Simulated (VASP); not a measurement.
# MgS (Niningerite) (Fm-3m) in VASP: notebook

MgS (Niningerite) is run at these levels: PBEsol+D4, LDA, PBE, PBEsol; tasks: relaxation of cell and atoms, single point.

Everything below comes from runs of VASP 6.6.1. Logs are shortened: lines on timing, memory, paths and dates and some standing lists are left out, and cuts for length are marked.

## 1. The cell of the first run

It takes space group Fm-3m (No. 225, cubic). The conventional cell has a = 5.203 Å, b = 5.203 Å, c = 5.203 Å, α = 90.00°, β = 90.00°, γ = 90.00°. S (site symmetry m-3m) has 6 Mg at 2.60 Å within 3.4 Å. Mg (site symmetry m-3m) has 6 S at 2.60 Å within 3.4 Å.

## 2. Relaxation of cell and atoms, PBEsol+D4

Contents of INCAR:

```
SYSTEM = MgS
PREC     = Accurate       ! precision mode
ENCUT    = 600            ! plane-wave cutoff, eV
EDIFF    = 1E-6           ! SCF threshold, eV
ISMEAR   = -1             ! smearing method
SIGMA    = 0.05           ! smearing width, eV
LREAL    = .FALSE.        ! projectors in reciprocal space
LASPH    = .TRUE.         ! aspherical terms in the spheres
NELM     = 80             ! most SCF steps
ALGO     = Normal         ! electronic algorithm
ISIF     = 3              ! what is computed and relaxed
LWAVE    = .FALSE.        ! write WAVECAR
LCHARG   = .FALSE.        ! write CHGCAR
GGA      = PS             ! functional
IVDW     = 13             ! dispersion correction
IBRION   = 2              ! ionic algorithm
NSW      = 60             ! ionic steps
EDIFFG   = -0.01          ! ionic threshold
```

Contents of KPOINTS:

```
Automatic mesh
0
G
  9 9 9
  0 0 0
```

Contents of POSCAR:

```
MgS
1.0
    0.0000000000      2.6016500000      2.6016500000
    2.6016500000      0.0000000000      2.6016500000
    2.6016500000      2.6016500000      0.0000000000
S Mg
1 1
Direct
    0.5000000000      0.5000000000      0.5000000000
    0.0000000000      0.0000000000      0.0000000000
```

Potentials or basis: VASP PAW PBE potentials, release 64 (S, Mg).

On the command line:

```bash
$ cat potpaw_PBE.64/S/POTCAR potpaw_PBE.64/Mg/POTCAR > POTCAR
$ mpirun -np 1 vasp_std > vasp.out
```

OUTCAR:

```text
SYSTEM = MgS
   PREC = Accurate
   ENCUT = 600
   EDIFF = 1E-6
   ISMEAR = -1
   LREAL = .FALSE.
   LASPH = .TRUE.
   NELM = 80
   ISIF = 3
   GGA = PS
   IVDW = 13
   IBRION = 2
   NSW = 60
   EDIFFG = -0.01

 ion  position               nearest neighbor table
   1  0.500  0.500  0.500-   2 2.60   2 2.60   2 2.60   2 2.60   2 2.60   2 2.60
   2  0.000  0.000  0.000-   1 2.60   1 2.60   1 2.60   1 2.60   1 2.60   1 2.60

  LATTYP: Found a face centered cubic cell.
 ALAT       =     5.2033000000

  Lattice vectors:

 A1 = (   0.0000000000,   2.6016500000,   2.6016500000)
 A2 = (   2.6016500000,   0.0000000000,   2.6016500000)
 A3 = (   2.6016500000,   2.6016500000,   0.0000000000)

Analysis of symmetry for initial positions (statically):
[... 33 lines left out ...]
                                     Primitive cell

  volume of cell :      35.2190

  direct lattice vectors                    reciprocal lattice vectors
     0.000000000  2.601650000  2.601650000    -0.192185728  0.192185728  0.192185728
     2.601650000  0.000000000  2.601650000     0.192185728 -0.192185728  0.192185728
     2.601650000  2.601650000  0.000000000     0.192185728  0.192185728 -0.192185728

  length of vectors
     3.679288715  3.679288715  3.679288715     0.332875446  0.332875446  0.332875446

  position of ions in fractional coordinates (direct lattice)
[... 8 lines left out ...]
----------------------------------------------------------------------------------------

 KPOINTS: Automatic mesh

Automatic generation of k-mesh.
 Grid dimensions read from file:
 generate k-points for:    9    9    9

 Generating k-lattice:

  Cartesian coordinates                     Fractional coordinates (reciprocal lattice)
    -0.021353970  0.021353970  0.021353970     0.111111111  0.000000000  0.000000000
     0.021353970 -0.021353970  0.021353970     0.000000000  0.111111111  0.000000000
     0.021353970  0.021353970 -0.021353970     0.000000000  0.000000000  0.111111111

  Length of vectors
     0.036986161  0.036986161  0.036986161

  Shift w.r.t. Gamma in fractional coordinates (k-lattice)
     0.000000000  0.000000000  0.000000000

 Subroutine IBZKPT returns following result:
 ===========================================

 Found     35 irreducible k-points:

 Following reciprocal coordinates:
            Coordinates               Weight
  0.000000  0.000000  0.000000      1.000000
  0.111111  0.000000  0.000000      8.000000
  0.222222  0.000000  0.000000      8.000000
  0.333333  0.000000  0.000000      8.000000
  0.444444  0.000000  0.000000      8.000000
  0.111111  0.111111  0.000000      6.000000
[... 16 lines left out ...]
 -0.333333  0.333333  0.000000     12.000000
  0.444444  0.444444  0.000000      6.000000
 [... further k-points ...]
   k-points           NKPTS =     35   k-points in BZ     NKDIM =     35   number of bands    NBANDS=      8
   number of dos      NEDOS =    301   number of ions     NIONS =      2
   total plane-waves  NPLWV =  27000
   dimension x,y,z NGX =    30 NGY =   30 NGZ =   30
   dimension x,y,z NGXF=    60 NGYF=   60 NGZF=   60
   ions per type =               1   1
   NGX,Y,Z   is equivalent  to a cutoff of  13.56, 13.56, 13.56 a.u.
   NGXF,Y,Z  is equivalent  to a cutoff of  27.11, 27.11, 27.11 a.u.
 SYSTEM =  MgS
   PREC   = accura    normal or accurate (medium, high low for compatibility)
   ISTART =      0    job   : 0-new  1-cont  2-samecut
   ICHARG =      2    charge: 1-file 2-atom 10-const
   ISPIN  =      1    spin polarized calculation?
   LNONCOLLINEAR =      F non collinear calculations
   LSORBIT =      F    spin-orbit coupling
   LASPH  =      T    aspherical Exc in radial PAW
   ENCUT  =  600.0 eV  44.10 Ry    6.64 a.u.   7.35  7.35  7.35*2*pi/ulx,y,z
   NELM   =     80;   NELMIN=  2; NELMDL= -5     # of ELM steps
   EDIFF  = 0.1E-05   stopping-criterion for ELM
   LREAL  =      F    real-space projection
   EDIFFG = -.1E-01   stopping-criterion for IOM
   NSW    =     60    number of steps for IOM
   IBRION =      2    ionic relax: 0-MD 1-quasi-New 2-CG
   NFREE  =      1    steps in history (QN), initial steepest desc. (CG)
   ISIF   =      3    stress and relaxation
   ISYM   =      2    0-nonsym 1-usesym 2-fastsym
   POTIM  = 0.5000    time-step for ionic-motion
   TEBEG  =    0.0;   TEEND  =   0.0 temperature during run
   PSTRESS=    0.0 pullay stress
   NELECT =       8.0000    total number of electrons
   NUPDOWN=      -1.0000    fix difference up-down
   EMIN   =  10.00;   EMAX   =-10.00  energy-range for DOS
   EFERMI =   0.00;   METHOD = LEGACY
   ISMEAR =    -1;   SIGMA  =   0.05  broadening in eV -4-tet -1-fermi 0-gaus
   EFERMI_NEDOS =   21; number of points for ismear=-14 and -15
   IALGO  =     38    algorithm
   IMIX   =      4    mixing-type and parameters
     AMIX     =   0.40;   BMIX     =  1.00
     AMIX_MAG =   1.60;   BMIX_MAG =  1.00
  volume/ion in A,a.u.               =      17.61       118.83
  Fermi-wavevector in a.u.,A,eV,Ry     =   0.998878  1.887606 13.575323  0.997758
  Thomas-Fermi vector in A             =   2.131131
   LORBIT       =      0    0 simple, 1 ext, 2 COOP (PROOUT), +10 PAW based schemes
   GGA     = PS    functional components
   LHFCALC =     F    Hartree Fock is set to
   AEXX    =    0.0000 exact exchange contribution
   IVDW    =    13    specifies the selected vdW correction
   LEPSILON=     F    determine dielectric tensor
   LRPA    =     F    only Hartree local field effects (RPA)
 conjugate gradient relaxation of ions
 non-spin polarized calculation
  energy-cutoff  :      600.00
  volume of cell :       35.22
 maximum number of plane-waves:      1211
 NGX is ok and might be reduce to    30
   NGX = 15   NGY = 15   NGZ = 15

--------------------------------------- Ionic step        1  -------------------------------------------

 number of electron       7.9999999 magnetization

 Free energy of the ion-electron system (eV)
  ---------------------------------------------------
  ext. energy  EPLUGINS =         0.00000000
  ---------------------------------------------------
  free energy    TOTEN  =        -9.07396508 eV

  energy without entropy =       -9.07396508  energy(sigma->0) =       -9.07396508

------------------------ aborting loop because EDIFF is reached ----------------------------------------

  DFT-D4 for vdW energy calculation

  Edisp (eV):   -0.32937

  FORCE on cell =-STRESS in cart. coord.  units (eV):
  Direction    XX          YY          ZZ          XY          YZ          ZX
  --------------------------------------------------------------------------------------
  -------------------------------------------------------------------------------------
  Total      -0.55844    -0.55844    -0.55844    -0.00000     0.00000    -0.00000
  in kB     -25.40434   -25.40434   -25.40434    -0.00000     0.00000    -0.00000
  external pressure =      -25.40 kB  Pullay stress =        0.00 kB

 VOLUME and BASIS-vectors are now :
 -----------------------------------------------------------------------------
  energy-cutoff  :      600.00
  volume of cell :       35.22
      direct lattice vectors                 reciprocal lattice vectors
     0.000000000  2.601650000  2.601650000    -0.192185728  0.192185728  0.192185728
     2.601650000  0.000000000  2.601650000     0.192185728 -0.192185728  0.192185728
     2.601650000  2.601650000  0.000000000     0.192185728  0.192185728 -0.192185728

 POSITION                                       TOTAL-FORCE (eV/Angst)
 -----------------------------------------------------------------------------------
      2.60165      2.60165      2.60165        -0.000000     -0.000000     -0.000000
      0.00000      0.00000      0.00000         0.000000      0.000000      0.000000
 -----------------------------------------------------------------------------------
    total drift:                               -0.000000     -0.000000      0.000000

  FREE ENERGIE OF THE ION-ELECTRON SYSTEM (eV)
  ---------------------------------------------------
  free  energy   TOTEN  =        -9.4033326452 eV

  energy  without entropy=       -9.4033326452  energy(sigma->0) =       -9.40333265

--------------------------------------- Ionic step        2  -------------------------------------------

 number of electron       8.0000001 magnetization

 E-fermi :   5.0294     XC(G=0): -10.0061

 val. band max:        4.0465055256   @ k =   0.0000   0.0000   0.0000
 cond. band min:       6.9662225739   @ k =   0.4444   0.4444   0.0000
 fundamental gap:      2.9197170483
 Fermi energy:         5.0294435998

 k-point     1 :       0.0000    0.0000    0.0000
  band No.  band energies     occupation
      1      -8.8768      2.00000
      2       4.0465      2.00000
      3       4.0465      2.00000
      4       4.0465      2.00000
      5       7.9658      0.00000
      6      11.8718      0.00000
      7      11.8718      0.00000
      8      11.8718      0.00000

 k-point     2 :       0.1111    0.0000    0.0000
  band No.  band energies     occupation
      1      -8.7477      2.00000
      2       3.1418      2.00000
      3       3.9563      2.00000
      4       3.9563      2.00000
      5       8.6422      0.00000
      6      11.5983      0.00000
      7      12.1053      0.00000
      8      12.1053      0.00000
[... 268 lines left out ...]
 POSITION                                       TOTAL-FORCE (eV/Angst)
 -----------------------------------------------------------------------------------
      2.56661      2.56661      2.56661        -0.000000     -0.000000      0.000000
      0.00000      2.56661      2.56661         0.000000      0.000000     -0.000000
 -----------------------------------------------------------------------------------
    total drift:                               -0.000000     -0.000000      0.000000

  FREE ENERGIE OF THE ION-ELECTRON SYSTEM (eV)
  ---------------------------------------------------
  free  energy   TOTEN  =        -9.4121883009 eV

  energy  without entropy=       -9.4121883009  energy(sigma->0) =       -9.41218830

--------------------------------------- Ionic step        3  -------------------------------------------

 number of electron       8.0000001 magnetization

 Free energy of the ion-electron system (eV)
  ---------------------------------------------------
  ext. energy  EPLUGINS =         0.00000000
  ---------------------------------------------------
  free energy    TOTEN  =        -9.07275385 eV

  energy without entropy =       -9.07275385  energy(sigma->0) =       -9.07275385

 E-fermi :   4.9689     XC(G=0):  -9.9743

 val. band max:        3.9760886859   @ k =   0.0000   0.0000   0.0000
 cond. band min:       6.8798540847   @ k =   0.4444   0.4444   0.0000
 fundamental gap:      2.9037653988
 Fermi energy:         4.9688811638

 k-point     1 :       0.0000    0.0000    0.0000
  band No.  band energies     occupation
      1      -8.9014      2.00000
      2       3.9761      2.00000
      3       3.9761      2.00000
      4       3.9761      2.00000
      5       7.8332      0.00000
      6      11.8072      0.00000
      7      11.8072      0.00000
      8      11.8072      0.00000

 k-point     2 :       0.1111    0.0000    0.0000
  band No.  band energies     occupation
      1      -8.7737      2.00000
      2       3.0753      2.00000
      3       3.8873      2.00000
      4       3.8873      2.00000
      5       8.5127      0.00000
      6      11.5284      0.00000
      7      12.0378      0.00000
      8      12.0378      0.00000
[... 268 lines left out ...]
 POSITION                                       TOTAL-FORCE (eV/Angst)
 -----------------------------------------------------------------------------------
      2.57310      2.57310      2.57310         0.000000      0.000000     -0.000000
      0.00000      0.00000      0.00000        -0.000000     -0.000000      0.000000
 -----------------------------------------------------------------------------------
    total drift:                               -0.000000     -0.000000      0.000000

  FREE ENERGIE OF THE ION-ELECTRON SYSTEM (eV)
  ---------------------------------------------------
  free  energy   TOTEN  =        -9.4126905483 eV

  energy  without entropy=       -9.4126905483  energy(sigma->0) =       -9.41269055

 reached required accuracy - stopping structural energy minimisation
```

Wall time 13 s (1 thread of Intel Xeon 6975P-C (Granite Rapids), shared host); peak memory 0.18 GiB.

Results:

```
Free energy                            : -9.4127 eV
Relaxed volume                         : 17.04 Å³/atom
Relaxed cell                           : a = 3.639 Å, b = 3.639 Å, c = 3.639 Å, α = 60.00°, β = 60.00°, γ = 60.00°
Space group after relaxing (to 0.05 Å) : Fm-3m (No. 225)
Energy gained by relaxing              : 4.7 meV/atom
Ionic steps                            : 3
Pressure after relaxing                : 0.0 GPa
Band gap on the k mesh                 : 2.90 eV, indirect (least direct gap 3.86 eV)
Dispersion energy per atom             : -0.170 eV
```

The path:
```tsv
step	energy change (eV)	largest force (eV/Å)	pressure (GPa)	volume (Å³)
1	0.0000	0.0000	-2.54	35.22
2	-0.0089	0.0000	0.64	33.81
3	-0.0094	0.0000	0.00	34.07
```

Final structure:
```xyz
2
Lattice="0.0000 2.5731 2.5731 2.5731 0.0000 2.5731 2.5731 2.5731 0.0000" Properties=species:S:1:pos:R:3 pbc="T T T"
S     2.5731    2.5731    2.5731
Mg    0.0000    0.0000    0.0000
```

Levels at points of the mesh, in eV from the valence-band top:
```tsv
k point	band 1	band 2	band 3	band 4	band 5	band 6	band 7	band 8
(0.00, 0.00, 0.00)	-12.88	0.00	0.00	0.00	3.86	7.83	7.83	7.83
```

Caveat: the PAW data sets were made with another functional, which shifts forces and pressure a little. As with any semilocal functional, this PBEsol gap is likely too small.

## 3. Single point, LDA

This run uses another cell than the first one, of 16.86 Å³/atom, 0.957 times its volume.

Contents of INCAR:

```
SYSTEM = MgS
PREC = Accurate
ENCUT = 520
EDIFF = 1E-7
ISMEAR = -1
SIGMA = 0.05
LREAL = .False.
LASPH = .True.
NELM = 80
ALGO = Normal
ISIF = 2
LWAVE = .False.
LCHARG = .True.
GGA = CA
LELF = .True.
LVHAR = .True.
NBANDS = 11
```

Contents of KPOINTS:

```
regular mesh
0
Gamma
  9 9 9
  0 0 0
```

Contents of POSCAR:

```
MgS
1.0
    0.0000000000      2.5641918535      2.5641918535
    2.5641918535      0.0000000000      2.5641918535
    2.5641918535      2.5641918535      0.0000000000
S Mg
1 1
Direct
    0.5000000000      0.5000000000      0.5000000000
    0.0000000000      0.0000000000      0.0000000000
```

Potentials or basis: VASP PAW LDA potentials, release 64 (S, Mg).

On the command line:

```bash
$ cat potpaw_LDA.64/S/POTCAR potpaw_LDA.64/Mg/POTCAR > POTCAR
$ mpirun -np 1 vasp_std > vasp.out
```

Run time: 5.3 s. Hardware: 1 thread of Intel Xeon 6975P-C (Granite Rapids), shared host; peak memory 0.14 GiB.

It converged, with:

```
Free energy            : -9.5923 eV
Pressure               : -0.6 GPa
Band gap on the k mesh : 2.78 eV, indirect (least direct gap 3.84 eV)
```

Levels at points of the mesh, in eV from the valence-band top:
```tsv
k point	band 1	band 2	band 3	band 4	band 5	band 6	band 7	band 8	band 9
(0.00, 0.00, 0.00)	-12.90	0.00	0.00	0.00	3.84	7.81	7.81	7.81	10.31
```

A k mesh can miss the band edges.

(Continued in part 2 of 2.)
